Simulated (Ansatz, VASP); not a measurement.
**Ta in VASP and in Ansatz**

File INCAR:

```
SYSTEM = Ta
PREC = Accurate
ENCUT = 520
EDIFF = 1E-8
ISMEAR = -1
SIGMA = 0.05
LREAL = .False.
LASPH = .True.
NELM = 80
ALGO = Normal
ISIF = 2
LWAVE = .False.
LCHARG = .False.
GGA = PS
LEFG = .True.
NBANDS = 12
```

KPOINTS

```
Automatic mesh
0
Gamma
  15 15 15
  0 0 0
```

POSCAR

```
Ta
1.0
   -1.6457572832      1.6457572832      1.6457572832
    1.6457572832     -1.6457572832      1.6457572832
    1.6457572832      1.6457572832     -1.6457572832
Ta
1
Direct
    0.0000000000      0.0000000000      0.0000000000
```

Input for Ansatz:

```yaml
crystal:
  lattice:
    - [-1.6457572832, 1.6457572832, 1.6457572832]
    - [1.6457572832, -1.6457572832, 1.6457572832]
    - [1.6457572832, 1.6457572832, -1.6457572832]
  atoms:
    - { symbol: Ta, position: [0.0, 0.0, 0.0] }
kpoints:
  mp_grid: { grid: [15, 15, 15] }
scf:
  occupations: { method: fermi_dirac, width: 0.05 }
hamiltonian:
  xc: pbesol
  pseudopotentials: { kind: all_electron, datasets: crystal }
output:
  forces: true
  stress: true
  eigenvalues: true
  efg: { contact_densities: true }
```

Change from the starting cell: volume scaled by 0.99, crystal datasets.

Alike in both runs: task electric field gradients; functional PBEsol; k mesh 15 × 15 × 15; occupations fermi-dirac, width 0.05 eV; no spin polarisation.

|  | VASP | Ansatz |
| --- | --- | --- |
| version | VASP 6.6.1 | Ansatz 0.2.0 |
| potentials or method | VASP PAW PBE potentials, release 64 (Ta_pv), cutoff 520 eV | all-electron PAW with datasets made for the crystal, scalar-relativistic |

|  | VASP | Ansatz | Ansatz less VASP |
| --- | --- | --- | --- |
| pressure (GPa) | -1.9 | -2.2 | -0.27 |

VASP's potentials were made for PBE, not for PBEsol. Ansatz ran all-electron here, and VASP with PAW potentials.

Spin-orbit coupling is off throughout.
